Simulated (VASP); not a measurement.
Set up this calculation in VASP 6.6.1, as the native input.

```yaml
Task: relaxation of cell and atoms
Functional: PBE
Potentials_or_basis: VASP PAW PBE potentials, release 64 (W_sv, Si)
Cutoff: 600 eV
k_mesh: 15 × 15 × 15
Occupations: fermi-dirac, width 0.1 eV
Spin: no spin polarisation
Target_pressure: 160 GPa
Dipole_correction: no
Further_INCAR_settings: ALGO = Normal; EDIFF = 1e-07; IBRION = 2; EDIFFG = -0.005; NSW = 32; ISIF = 3
```

The structure of SiW (CsCl type) lies in POSCAR:

```
SiW
1.0
    2.7292464528      0.0000000000      0.0000000000
    0.0000000000      2.7292464528      0.0000000000
    0.0000000000      0.0000000000      2.7292464528
W Si
1 1
Direct
    0.0000000000      0.0000000000      0.0000000000
    0.5000000000      0.5000000000      0.5000000000
```

One way to write it, as run:

INCAR

```
SYSTEM = SiW
PREC = Accurate
ENCUT = 600
EDIFF = 1E-7
ISMEAR = -1
SIGMA = 0.1
LREAL = .FALSE.
LASPH = .TRUE.
NELM = 60
ALGO = Normal
ISIF = 3
LWAVE = .FALSE.
LCHARG = .FALSE.
GGA = PE
IBRION = 2
NSW = 32
EDIFFG = -0.005
PSTRESS = 1600.0
```

KPOINTS

```
Automatic mesh
0
G
  15 15 15
  0 0 0
```

Potentials or basis: VASP PAW PBE potentials, release 64 (W_sv, Si).

Command:

```console
$ cat potpaw_PBE.64/W_sv/POTCAR potpaw_PBE.64/Si/POTCAR > POTCAR
$ mpirun -np 1 vasp_std > vasp.out
```

It gave:

- Relaxed volume: 10.19 Å³/atom
- Relaxed cell: a = 2.731 Å, b = 2.731 Å, c = 2.731 Å, α = 90.00°, β = 90.00°, γ = 90.00°
- Space group after relaxing (to 0.05 Å): Pm-3m (No. 221)
- Energy change on relaxing (the enthalpy is what falls): -21.2 meV/atom
- Ionic steps: 3
- Pressure after relaxing: 160.0 GPa
- Band gap on the k mesh: zero (band 9 reaches 20.85 eV, above the bottom of band 10 at 15.45 eV)

Caveat: the cell is relaxed towards a set pressure, so the enthalpy falls and the energy may rise; spin-orbit coupling is left out, which moves the levels of the heavy elements.

Wall time 48 s on 1 thread of Intel(R) Xeon(R) Platinum 8259CL CPU @ 2.50GHz (Skylake/Cascade Lake), on a shared host, peak memory 0.18 GiB.
